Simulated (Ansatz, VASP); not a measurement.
## CuO: VASP beside Ansatz

```
CELL_PARAMETERS angstrom
2.34465 -1.71340 0.00000
2.34465 1.71340 0.00000
-0.86055 0.00000 5.05944
ATOMIC_POSITIONS crystal
Cu 0.00320 0.49680 0.00000
Cu 0.49680 0.00320 0.50000
O 0.57140 0.40560 0.25370
O 0.40560 0.57140 0.75370
```

Alike in both runs: task single point; functional LDA; k mesh 7 × 7 × 4; occupations gaussian, width 0.05 eV; collinear spin; Hubbard terms Cu d U = 8.0 eV.

```csv
,VASP,Ansatz
version,VASP 6.6.1,Ansatz 0.2.0
potentials or method,"VASP PAW LDA potentials, release 64 (Cu_sv_GW, O), cutoff 700 eV","scalar-relativistic, plane waves, PAW"
valence electrons in the cell,50,50
```

```csv
,VASP,Ansatz,Ansatz less VASP
gap on the k mesh at the Fermi level (eV),1.67,0.53,-1.139
least direct gap on the mesh (eV),1.89,0.86,-1.023
pressure (GPa),-11.2,-6.3,+4.95
"traceless stress, the component that is largest in VASP (GPa)",1.12,1.47,+0.350
rms of the force components (eV/Å),0.413,0.436,+0.0229
net moment per atom (μB),0.00,0.00,0.000
size of the moment on the site where the two differ most (μB),0.71,0.55,-0.162
```

LDA's correlation is that of Perdew and Zunger in VASP and of Perdew and Wang (1992) in Ansatz. Site moments also hang on the region over which each program counts them. The programs project onto different local orbitals, so the same U acts differently, and such runs can settle in different states. Atom by atom the forces differ by 0.038 eV/Å (rms over components). Ansatz's warnings: stress scf threshold loose.
